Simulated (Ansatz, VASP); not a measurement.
**BeMo in VASP and in Ansatz**

```xyz
2
Lattice="0.0000 2.3064 2.3064 2.3064 0.0000 2.3064 2.3064 2.3064 0.0000" Properties=species:S:1:pos:R:3 pbc="T T T"
Be    0.0000    0.0000    0.0000
Mo    2.3064    2.3064    2.3064
```

Alike in both runs: functional PBE; k mesh 6 × 6 × 6; occupations gaussian, width 0.1 eV; no spin polarisation.

Ansatz relaxed the structure, and its values are those at the end. VASP's run is a single point on that final structure, the one shown.

```csv
,VASP,Ansatz
version,VASP 6.6.1,Ansatz 0.2.0
potentials or method,"VASP PAW PBE potentials, release 64 (Be, Mo_sv), cutoff 520 eV","scalar-relativistic, plane waves, PAW"
valence electrons in the cell,16,16
```

```tsv
	VASP	Ansatz	Ansatz less VASP
gap on the k mesh at the Fermi level (eV)	none	none	-
pressure (GPa)	0.2	-0.1	-0.31
```

A gap of «none» marks a metal or a gap that the smearing closes.

The k mesh is coarse, so the values compare programs but aren't converged.
